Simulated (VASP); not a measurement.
# RbCl: single point with r2SCAN

Crystal: RbCl.

```
Rb Cl
1.0
     0.00000    3.30573    3.30573
     3.30573    0.00000    3.30573
     3.30573    3.30573    0.00000
Rb Cl
1 1
Direct
  0.00000 0.00000 0.00000
  0.50000 0.50000 0.50000
```

```yaml
Program: VASP 6.6.1
Task: single point
Functional: r2SCAN
Potentials_or_basis: VASP PAW PBE potentials, release 64 (Rb_sv, Cl)
Cutoff: 550 eV
k_mesh: 6 × 6 × 6
Occupations: fermi-dirac, width 0.02 eV
Spin: no spin polarisation
Dipole_correction: no
Further_INCAR_settings: ALGO = Normal; EDIFF = 1e-06; NBANDS = 15
```

The pressure is 0.0 GPa. The band gap on the k mesh is 5.56 eV, direct.

Levels at points of the mesh, in eV from the valence-band top:
```
           k point  band 4  band 5  band 6  band 7  band 8  band 9  band 10  band 11  band 12  band 13
(0.00, 0.00, 0.00)   -8.17   -8.17    0.00    0.00    0.00    5.56     8.61     8.61     8.61     9.77
(0.50, 0.00, 0.00)   -8.18   -8.15   -0.83   -0.32   -0.32    8.18     8.49    10.86    10.86    12.03
(0.50, 0.50, 0.00)   -8.27   -8.27   -0.33   -0.10   -0.10    6.67     8.85    10.14    10.92    11.29
```

Run time: 65 s on 1 thread of AMD EPYC 9R45 96-Core Processor (Zen 5) (shared host), peak memory 0.18 GiB.

Caveat: the PAW data sets were made with another functional, which shifts forces and pressure a little. r2SCAN opens gaps a little over a GGA but as a rule still falls short of measured ones.
